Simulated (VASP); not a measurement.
# LiH in VASP: settings compared

LiH is run at these levels: r2SCAN, HSE06; tasks: single point.

All numbers are computed with VASP 6.6.1; they aren't measurements. Logs are shortened: lines on timing, memory, paths and dates and some standing lists are left out, and cuts for length are marked.

## Step 1: The cell of the first run

Symmetry: Immm, No. 71, orthorhombic system. Conventional cell: a = 2.807 Å, b = 2.858 Å, c = 4.006 Å, α = 90.00°, β = 90.00°, γ = 90.00°. Li (site symmetry mmm) has 6 H at 2.00 Å and 12 Li at 2.81 to 2.86 Å within 2.9 Å. H (site symmetry mmm) has 6 Li at 2.00 Å and 12 H at 2.81 to 2.86 Å within 2.9 Å.

## Step 2: Single point, r2SCAN (shear xy strain -1.8%)

Contents of POSCAR:

```
LiH
1.0
   -0.0181271033      2.0029948411      2.0029948411
    2.0029948411     -0.0181271033      2.0029948411
    1.9848677378      1.9848677378      0.0000000000
Li H
1 1
Direct
    0.0000000000      0.0000000000      0.0000000000
    0.5000000000      0.5000000000      0.5000000000
```

Contents of INCAR.step1:

```
SYSTEM = LiH
ALGO     = Normal         ! electronic algorithm
EDIFF    = 1E-4           ! SCF threshold, eV
ENCUT    = 520            ! plane-wave cutoff, eV
GGA      = PE             ! functional
ISMEAR   = 0              ! smearing method
LASPH    = .True.         ! aspherical terms in the spheres
LCHARG   = .False.        ! write CHGCAR
LREAL    = .False.        ! projectors in reciprocal space
LWAVE    = .True.         ! write WAVECAR
NBANDS   = 9              ! bands
NELM     = 100            ! most SCF steps
PREC     = Accurate       ! precision mode
SIGMA    = 0.01           ! smearing width, eV
```

Contents of INCAR.step2:

```
SYSTEM = LiH
ALGO     = Normal         ! electronic algorithm
EDIFF    = 1E-6           ! SCF threshold, eV
ENCUT    = 520            ! plane-wave cutoff, eV
ISIF     = 2              ! what is computed and relaxed
ISMEAR   = 0              ! smearing method
ISTART   = 1            
LASPH    = .True.         ! aspherical terms in the spheres
LCHARG   = .False.        ! write CHGCAR
LMIXTAU  = .True.       
LREAL    = .False.        ! projectors in reciprocal space
LWAVE    = .False.        ! write WAVECAR
METAGGA  = R2SCAN         ! meta-GGA
NBANDS   = 9              ! bands
NELM     = 100            ! most SCF steps
PREC     = Accurate       ! precision mode
SIGMA    = 0.01           ! smearing width, eV
```

Contents of KPOINTS:

```
k-points
0
Gamma
  10 10 10
  0 0 0
```

Potentials or basis: VASP PAW PBE potentials, release 64 (Li_sv, H).

Run with:

```
$ cat potpaw_PBE.64/Li_sv/POTCAR potpaw_PBE.64/H/POTCAR > POTCAR
$ cp INCAR.step1 INCAR
$ mpirun -np 1 vasp_std > vasp.out
$ cp INCAR.step2 INCAR
$ mpirun -np 1 vasp_std > vasp.out
```

OUTCAR:

```text
SYSTEM = LiH
   EDIFF = 1E-6
   ENCUT = 520
   ISIF = 2
   ISMEAR = 0
   ISTART = 1
   LASPH = .True.
   LREAL = .False.
   METAGGA = R2SCAN
   NELM = 100
   PREC = Accurate

 ion  position               nearest neighbor table
   1  0.000  0.000  0.000-
   2  0.500  0.500  0.500-

  LATTYP: Found a body centered orthorhombic cell.
 ALAT       =     2.8070268743
 B/A-ratio  =     1.0182653010
 C/A-ratio  =     1.4271290805

  Lattice vectors:

 A1 = (   0.0181271033,  -2.0029948411,  -2.0029948411)
 A2 = (  -0.0181271033,   2.0029948411,  -2.0029948411)
 A3 = (   2.0029948411,  -0.0181271033,   2.0029948411)

Analysis of symmetry for initial positions (statically):
=====================================================================
 Subroutine PRICEL returns:
 Original cell was already a primitive cell.

 Routine SETGRP: Setting up the symmetry group for a
 body centered orthorhombic supercell.

 Subroutine GETGRP returns: Found  8 space group operations
 (whereof  8 operations were pure point group operations)
 out of a pool of  8 trial point group operations.

The static configuration has the point symmetry D_2h.

Analysis of symmetry for dynamics (positions and initial velocities):
=====================================================================
 Subroutine PRICEL returns:
 Original cell was already a primitive cell.

 Routine SETGRP: Setting up the symmetry group for a
 body centered orthorhombic supercell.

 Subroutine GETGRP returns: Found  8 space group operations
 (whereof  8 operations were pure point group operations)
 out of a pool of  8 trial point group operations.

The dynamic configuration has the point symmetry D_2h.

 Subroutine INISYM returns: Found  8 space group operations
 (whereof  8 operations are pure point group operations),
 and found     1 'primitive' translations

----------------------------------------------------------------------------------------

                                     Primitive cell

  volume of cell :      16.0707

  direct lattice vectors                    reciprocal lattice vectors
    -0.018127103  2.002994841  2.002994841    -0.247387349  0.247387349  0.249626205
     2.002994841 -0.018127103  2.002994841     0.247387349 -0.247387349  0.249626205
     1.984867738  1.984867738  0.000000000     0.251905953  0.251905953 -0.249626205

  length of vectors
     2.832720470  2.832720470  2.807026874     0.429783949  0.429783949  0.435001679

  position of ions in fractional coordinates (direct lattice)
     0.000000000  0.000000000  0.000000000
     0.500000000  0.500000000  0.500000000

  ion indices of the primitive-cell ions
   primitive index   ion index
                 1           1
                 2           2

----------------------------------------------------------------------------------------

 KPOINTS: k-points

Automatic generation of k-mesh.
 Grid dimensions read from file:
 generate k-points for:   10   10   10

 Generating k-lattice:

  Cartesian coordinates                     Fractional coordinates (reciprocal lattice)
    -0.024738735  0.024738735  0.024962620     0.100000000 -0.000000000  0.000000000
     0.024738735 -0.024738735  0.024962620    -0.000000000  0.100000000  0.000000000
     0.025190595  0.025190595 -0.024962620     0.000000000  0.000000000  0.100000000

  Length of vectors
     0.042978395  0.042978395  0.043500168

  Shift w.r.t. Gamma in fractional coordinates (k-lattice)
     0.000000000  0.000000000  0.000000000

 Subroutine IBZKPT returns following result:
 ===========================================

 Found    171 irreducible k-points:

 Following reciprocal coordinates:
            Coordinates               Weight
  0.000000  0.000000  0.000000      1.000000
  0.100000  0.000000  0.000000      4.000000
  0.200000  0.000000  0.000000      4.000000
  0.300000  0.000000  0.000000      4.000000
  0.400000  0.000000  0.000000      4.000000
  0.500000  0.000000  0.000000      2.000000
[... 16 lines left out ...]
  0.300000  0.300000  0.000000      2.000000
  0.400000  0.300000  0.000000      4.000000
 [... further k-points ...]
   k-points           NKPTS =    171   k-points in BZ     NKDIM =    171   number of bands    NBANDS=      9
   number of dos      NEDOS =    301   number of ions     NIONS =      2
   total plane-waves  NPLWV =  13824
   dimension x,y,z NGX =    24 NGY =   24 NGZ =   24
   dimension x,y,z NGXF=    48 NGYF=   48 NGZF=   48
   ions per type =               1   1
   NGX,Y,Z   is equivalent  to a cutoff of  14.09, 14.09, 14.21 a.u.
   NGXF,Y,Z  is equivalent  to a cutoff of  28.17, 28.17, 28.43 a.u.
 SYSTEM =  LiH
   PREC   = accura    normal or accurate (medium, high low for compatibility)
   ISTART =      1    job   : 0-new  1-cont  2-samecut
   ICHARG =      0    charge: 1-file 2-atom 10-const
   ISPIN  =      1    spin polarized calculation?
   LNONCOLLINEAR =      F non collinear calculations
   LSORBIT =      F    spin-orbit coupling
   LASPH  =      T    aspherical Exc in radial PAW
   ENCUT  =  520.0 eV  38.22 Ry    6.18 a.u.   5.27  5.27  5.22*2*pi/ulx,y,z
   NELM   =    100;   NELMIN=  2; NELMDL=  0     # of ELM steps
   EDIFF  = 0.1E-05   stopping-criterion for ELM
   LREAL  =      F    real-space projection
   EDIFFG = 0.1E-04   stopping-criterion for IOM
   NSW    =      0    number of steps for IOM
   IBRION =     -1    ionic relax: 0-MD 1-quasi-New 2-CG
   NFREE  =      0    steps in history (QN), initial steepest desc. (CG)
   ISIF   =      2    stress and relaxation
   ISYM   =      2    0-nonsym 1-usesym 2-fastsym
   POTIM  = 0.5000    time-step for ionic-motion
   TEBEG  =    0.0;   TEEND  =   0.0 temperature during run
   PSTRESS=    0.0 pullay stress
   NELECT =       4.0000    total number of electrons
   NUPDOWN=      -1.0000    fix difference up-down
   EMIN   =  10.00;   EMAX   =-10.00  energy-range for DOS
   EFERMI =   0.00;   METHOD = LEGACY
   ISMEAR =     0;   SIGMA  =   0.01  broadening in eV -4-tet -1-fermi 0-gaus
   EFERMI_NEDOS =   21; number of points for ismear=-14 and -15
   IALGO  =     38    algorithm
   IMIX   =      4    mixing-type and parameters
     AMIX     =   0.40;   BMIX     =  1.00
     AMIX_MAG =   1.60;   BMIX_MAG =  1.00
  volume/ion in A,a.u.               =       8.04        54.23
  Fermi-wavevector in a.u.,A,eV,Ry     =   1.029794  1.946028 14.428636  1.060475
  Thomas-Fermi vector in A             =   2.163859
   LORBIT       =      0    0 simple, 1 ext, 2 COOP (PROOUT), +10 PAW based schemes
   METAGGA = R2SCAN    functional components
   LHFCALC =     F    Hartree Fock is set to
   AEXX    =    0.0000 exact exchange contribution
   IVDW    =     0    specifies the selected vdW correction
   LEPSILON=     F    determine dielectric tensor
   LRPA    =     F    only Hartree local field effects (RPA)
 non-spin polarized calculation
 Gauss-broadening in eV      SIGMA  =   0.01
  energy-cutoff  :      520.00
  volume of cell :       16.07
 maximum number of plane-waves:       444
 NGX is ok and might be reduce to    24
   NGX = 11   NGY = 11   NGZ = 11

 number of electron       3.9999996 magnetization

 Free energy of the ion-electron system (eV)
  ---------------------------------------------------
  ext. energy  EPLUGINS =         0.00000000
  ---------------------------------------------------
  free energy    TOTEN  =        -6.81674491 eV

  energy without entropy =       -6.81674491  energy(sigma->0) =       -6.81674491

 E-fermi :   0.0928     XC(G=0):  -8.8332

 val. band max:       -0.1747473800   @ k =   0.5000   0.0000   0.5000
 cond. band min:       3.4012823125   @ k =   0.5000   0.5000   0.0000
 fundamental gap:      3.5760296925
 Fermi energy:         0.0928025137

 k-point     1 :       0.0000    0.0000    0.0000
  band No.  band energies     occupation
      1     -45.9118      2.00000
      2      -5.6326      2.00000
      3      17.4763      0.00000
      4      18.9500      0.00000
      5      19.2290      0.00000
      6      19.5424      0.00000
      7      23.3378      0.00000
      8      23.6791      0.00000
      9      24.0047      0.00000

 k-point     2 :       0.1000    0.0000    0.0000
  band No.  band energies     occupation
      1     -45.9077      2.00000
      2      -5.4556      2.00000
      3      15.5504      0.00000
      4      18.1951      0.00000
      5      18.7154      0.00000
      6      19.0896      0.00000
      7      23.4825      0.00000
      8      24.5127      0.00000
      9      24.9698      0.00000

 k-point     3 :       0.2000    0.0000    0.0000
  band No.  band energies     occupation
      1     -45.8968      2.00000
      2      -4.9400      2.00000
      3      12.0087      0.00000
      4      16.9450      0.00000
      5      18.0883      0.00000
      6      18.3981      0.00000
      7      24.4562      0.00000
      8      24.5539      0.00000
      9      24.5610      0.00000

 k-point     4 :       0.3000    0.0000    0.0000
  band No.  band energies     occupation
      1     -45.8831      2.00000
      2      -4.1516      2.00000
      3       8.7558      0.00000
      4      15.8586      0.00000
      5      17.7591      0.00000
      6      18.0167      0.00000
      7      22.1629      0.00000
      8      22.2974      0.00000
      9      26.2635      0.00000
[... 205 lines left out ...]
 k-point    22 :      -0.2000    0.2000    0.0000
  band No.  band energies     occupation
      1     -45.8788      2.00000
      2      -3.8218      2.00000
      3      10.1219      0.00000
      4      10.3303      0.00000
      5      17.6068      0.00000
      6      18.5494      0.00000
      7      23.0328      0.00000
      8      25.7933      0.00000
      9      27.0627      0.00000

 k-point    23 :       0.3000    0.3000    0.0000
  band No.  band energies     occupation
      1     -45.8732      2.00000
      2      -3.3559      2.00000
      3       9.1473      0.00000
      4      12.7708      0.00000
      5      13.4007      0.00000
      6      16.4056      0.00000
      7      19.1958      0.00000
      8      30.0025      0.00000
      9      33.0848      0.00000

 k-point    24 :       0.4000    0.3000    0.0000
  band No.  band energies     occupation
      1     -45.8646      2.00000
      2      -2.4588      2.00000
      3       7.1453      0.00000
      4      11.0611      0.00000
      5      12.9319      0.00000
      6      17.3199      0.00000
      7      19.0965      0.00000
      8      31.0887      0.00000
      9      31.7938      0.00000

 [... further k-points ...]

------------------------ aborting loop because EDIFF is reached ----------------------------------------

  FORCE on cell =-STRESS in cart. coord.  units (eV):
  Direction    XX          YY          ZZ          XY          YZ          ZX
  --------------------------------------------------------------------------------------
  -------------------------------------------------------------------------------------
  Total       -0.0357597     -0.0357597     -0.0424998      0.0872092      0.0000000      0.0000000
  in kB       -3.5650883     -3.5650883     -4.2370496      8.6943831      0.0000000      0.0000000
  external PRESSURE =      -3.7890754 kB  Pullay stress =       0.0000000 kB

 VOLUME and BASIS-vectors are now :
 -----------------------------------------------------------------------------
  energy-cutoff  :      520.00
  volume of cell :       16.07
      direct lattice vectors                 reciprocal lattice vectors
    -0.018127103  2.002994841  2.002994841    -0.247387349  0.247387349  0.249626205
     2.002994841 -0.018127103  2.002994841     0.247387349 -0.247387349  0.249626205
     1.984867738  1.984867738  0.000000000     0.251905953  0.251905953 -0.249626205

 POSITION                                       TOTAL-FORCE (eV/Angst)
 -----------------------------------------------------------------------------------
      0.00000      0.00000      0.00000         0.000000      0.000000     -0.000000
      1.98487      1.98487      2.00299         0.000000     -0.000000      0.000000
 -----------------------------------------------------------------------------------
    total drift:                                0.000000     -0.000000     -0.000000

  FREE ENERGIE OF THE ION-ELECTRON SYSTEM (eV)
  ---------------------------------------------------
  free  energy   TOTEN  =        -6.8167449104 eV

  energy  without entropy=       -6.8167449104  energy(sigma->0) =       -6.81674491
```

Wall time 62 s (1 thread of Intel Xeon 6975P-C (Granite Rapids), shared host); peak memory 0.14 GiB.

Results:

* Free energy: -6.8167 eV
* Band gap on the k mesh: 3.58 eV

Levels at points of the mesh, in eV from the valence-band top:
```tsv
k point	band 1	band 2	band 3	band 4	band 5
(0.00, 0.00, 0.00)	-45.74	-5.46	17.65	19.12	19.40
(0.50, 0.00, 0.00)	-45.69	-2.71	5.61	15.07	18.24
(0.50, 0.50, 0.00)	-45.68	0.00	3.58	11.44	12.07
(0.00, 0.00, 0.50)	-45.69	-2.58	5.74	14.82	17.98
(0.50, 0.00, 0.50)	-45.68	0.00	3.58	11.75	11.75
```

Caveat: the cell differs from its parent crystal (shear xy strain -1.8%); the cutoff is under 1.25 times the usual one of these potentials, so pressure, stress and relaxed cells hold a basis-set (Pulay) error; the PAW data sets were made with another functional, which shifts forces and pressure a little. A k mesh can miss the band edges.

## Step 3: Single point, HSE06 (biaxial xy strain -1.6%)

Contents of POSCAR:

```
LiH
1.0
    0.0000000000      1.9705463247      2.0029948411
    1.9705463247      0.0000000000      2.0029948411
    1.9705463247      1.9705463247      0.0000000000
Li H
1 1
Direct
    0.0000000000      0.0000000000      0.0000000000
    0.5000000000      0.5000000000      0.5000000000
```

Contents of INCAR.step1:

```
PREC = Accurate
ENCUT = 520
EDIFF = 1E-5
ISMEAR = 0
SIGMA = 0.01
LREAL = False
LASPH = True
NELM = 100
ALGO = Normal
ISIF = 2
LWAVE = True
LCHARG = False
GGA = PE
NBANDS = 9
```

Contents of INCAR.step2:

```
PREC = Accurate
ENCUT = 520
EDIFF = 1E-6
ISMEAR = 0
SIGMA = 0.01
LREAL = False
LASPH = True
NELM = 100
ALGO = Normal
ISIF = 2
LWAVE = False
LCHARG = False
GGA = PE
LHFCALC = True
HFSCREEN = 0.2079
PRECFOCK = Normal
ISTART = 1
NBANDS = 9
```

Contents of KPOINTS:

```
regular mesh
0
Gamma
  8 8 8
```

Potentials or basis: VASP PAW PBE potentials, release 64 (Li_sv, H).

Run with:

```
$ cat potpaw_PBE.64/Li_sv/POTCAR potpaw_PBE.64/H/POTCAR > POTCAR
$ cp INCAR.step1 INCAR
$ mpirun -np 1 vasp_std > vasp.out
$ cp INCAR.step2 INCAR
$ mpirun -np 1 vasp_std > vasp.out
```

Run time: 5.4 min. Hardware: 1 thread of Intel Xeon 6975P-C (Granite Rapids), shared host; peak memory 0.24 GiB.

The run converged. Its results:

- Free energy: -6.7853 eV
- Band gap on the k mesh: 3.75 eV (least direct gap 3.89 eV)

Levels at points of the mesh, in eV from the valence-band top:
```
           k point  band 1  band 2  band 3  band 4  band 5
(0.00, 0.00, 0.00)  -47.30   -6.27   18.36   19.74   19.74
(0.50, 0.00, 0.00)  -47.24   -3.03    6.01   15.51   18.16
(0.50, 0.50, 0.00)  -47.23   -0.14    3.75   12.50   12.50
(0.50, 0.00, 0.50)  -47.23    0.00    3.98   12.15   12.29
```

Caveat: the cell differs from its parent crystal (biaxial xy strain -1.6%); the cutoff is under 1.25 times the usual one of these potentials, so pressure, stress and relaxed cells hold a basis-set (Pulay) error; the PAW data sets were made with another functional, which shifts forces and pressure a little.

## Step 4: Single point, HSE06 (epitaxial 111 strain +4.8%)

Contents of POSCAR:

```
LiH
1.0
   -0.0669515633      2.0313858322      2.0313858322
    2.0313858322     -0.0669515633      2.0313858322
    2.0313858322      2.0313858322     -0.0669515633
Li H
1 1
Direct
    0.0000000000      0.0000000000      0.0000000000
    0.5000000000      0.5000000000      0.5000000000
```

Contents of INCAR.step1:

```
PREC     = Accurate       # precision mode
ENCUT    = 520            # plane-wave cutoff, eV
EDIFF    = 1E-5           # SCF threshold, eV
ISMEAR   = 0              # smearing method
SIGMA    = 0.01           # smearing width, eV
LREAL    = F              # projectors in reciprocal space
LASPH    = T              # aspherical terms in the spheres
NELM     = 60             # most SCF steps
ALGO     = Normal         # electronic algorithm
ISIF     = 2              # what is computed and relaxed
LWAVE    = T              # write WAVECAR
LCHARG   = F              # write CHGCAR
NBANDS   = 9              # bands
GGA      = PE             # functional
```

Contents of INCAR.step2:

```
PREC     = Accurate       # precision mode
ENCUT    = 520            # plane-wave cutoff, eV
EDIFF    = 1E-6           # SCF threshold, eV
ISMEAR   = 0              # smearing method
SIGMA    = 0.01           # smearing width, eV
LREAL    = F              # projectors in reciprocal space
LASPH    = T              # aspherical terms in the spheres
NELM     = 60             # most SCF steps
ALGO     = Normal         # electronic algorithm
ISIF     = 2              # what is computed and relaxed
LWAVE    = F              # write WAVECAR
LCHARG   = F              # write CHGCAR
GGA      = PE             # functional
LHFCALC  = T              # exact exchange
HFSCREEN = 0.2079         # screening, 1/A
PRECFOCK = Normal       
NBANDS   = 9              # bands
ISTART   = 1
```

Contents of KPOINTS:

```
Automatic mesh
0
Gamma
  8 8 8
```

Run with:

```
$ cat potpaw_PBE.64/Li_sv/POTCAR potpaw_PBE.64/H/POTCAR > POTCAR
$ cp INCAR.step1 INCAR
$ mpirun -np 1 vasp_std > vasp.out
$ cp INCAR.step2 INCAR
$ mpirun -np 1 vasp_std > vasp.out
```

Wall time 17 min (1 thread of Intel Xeon 6975P-C (Granite Rapids), shared host); peak memory 0.25 GiB.

Results (log left out):

```yaml
Free_energy: -6.7605 eV
Band_gap_on_the_k_mesh: 4.01 eV
```

Levels at points of the mesh, in eV from the valence-band top:
| k point | band 1 | band 2 | band 3 | band 4 | band 5 | band 6 |
| --- | --- | --- | --- | --- | --- | --- |
| (0.00, 0.00, 0.00) | -47.41 | -5.71 | 16.71 | 18.10 | 18.10 | 19.26 |
| (0.50, 0.00, 0.00) | -47.37 | -2.72 | 5.60 | 14.58 | 17.17 | 17.74 |
| (0.50, 0.50, 0.00) | -47.36 | 0.00 | 4.01 | 11.19 | 12.26 | 14.66 |
| (0.50, 0.50, 0.50) | -47.36 | -2.25 | 6.09 | 13.85 | 16.57 | 16.57 |

Caveat: the cell differs from its parent crystal (epitaxial 111 strain +4.8%); the cutoff is under 1.25 times the usual one of these potentials, so pressure, stress and relaxed cells hold a basis-set (Pulay) error; the PAW data sets were made with another functional, which shifts forces and pressure a little.

## Step 5: The runs side by side

```csv
level,cell,k mesh,grid for exact exchange (PRECFOCK),share of exact exchange,screening parameter,gap on the mesh (eV)
r2SCAN,"a = 2.833, b = 2.833, c = 2.807 Å, angles 60.3, 60.3, 60.6°, 2 atoms",10 × 10 × 10,-,-,-,3.58
HSE06,"a = 2.810, b = 2.810, c = 2.787 Å, angles 60.3, 60.3, 59.5°, 2 atoms",8 × 8 × 8,Normal,0.25,0.2079 1/Å,3.75
HSE06,"a = 2.874 Å, angles 62.2°, 2 atoms",8 × 8 × 8,Normal,0.25,0.2079 1/Å,4.01
```

Alike in all rows: task single point; potentials or basis VASP PAW PBE potentials, release 64 (Li_sv, H); no spin polarisation; cutoff (eV) 520; smearing gaussian 0.01 eV.

Caveats: the cutoff is under 1.25 times the usual one of these potentials, so pressure, stress and relaxed cells hold a basis-set (Pulay) error; the PAW data sets were made with another functional, which shifts forces and pressure a little.

Total energies depend on the potentials used, so only differences within one code and one set of settings carry meaning.
